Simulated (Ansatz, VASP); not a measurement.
## Two plane-wave programs on KCl

```
CELL_PARAMETERS angstrom
4.03116 0.00000 0.00000
0.00000 4.03116 0.00000
0.00000 0.00000 3.64724
ATOMIC_POSITIONS crystal
K 0.00000 0.00000 0.00000
Cl 0.50000 0.50000 0.50000
```

Change from the starting cell: strain +0.050 along x and y, -0.050 along z, atoms carried along.

Alike in both runs: task single point; functional LDA; k mesh 6 × 6 × 6; occupations gaussian, width 0.05 eV; no spin polarisation.

```csv
,VASP,Ansatz
version,VASP 6.6.1,Ansatz 0.2.0
potentials or method,"VASP PAW LDA potentials, release 64 (K_sv, Cl), cutoff 520 eV","scalar-relativistic, plane waves, PAW"
valence electrons in the cell,16,16
```

```tsv
	VASP	Ansatz	Ansatz less VASP
gap on the k mesh at the Fermi level (eV)	3.78	3.77	-0.006
least direct gap on the mesh (eV)	3.92	3.91	-0.007
pressure (GPa)	-3.6	-3.6	-0.01
traceless stress, the component that is largest in VASP (GPa)	2.66	2.66	+0.005
```

LDA's correlation is that of Perdew and Zunger in VASP and of Perdew and Wang (1992) in Ansatz.
